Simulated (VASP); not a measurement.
Crystal: Yb.

```
Yb
1.0
     3.48328    0.00000    0.00000
     0.00000    3.48328    0.00000
     0.00000    0.00000    3.48328
Yb
1
Direct
  0.00000 0.00000 0.00000
```

Base run:

* Program: VASP 6.6.1
* Functional: revPBE
* Potentials or basis: VASP PAW PBE potentials, release 64 (Yb)
* Cutoff: 520 eV
* k mesh: 15 × 15 × 15
* Occupations: fermi-dirac, width 0.1 eV
* Spin: no spin polarisation

Its results: band gap on the k mesh zero (band 12 reaches 1.54 eV, above the bottom of band 13 at 0.80 eV); pressure 0.2 GPa.

Problem. The run is repeated on the same cell with these changes: k mesh from 15 × 15 × 15 to 10 × 10 × 10. What comes out?

Solution. Band gap on the k mesh zero (band 12 reaches 1.58 eV, above the bottom of band 13 at 0.70 eV); pressure -1.2 GPa.

Caveats: the PAW data sets were made with another functional, which shifts forces and pressure a little; spin-orbit coupling is left out, which moves the levels of the heavy elements.
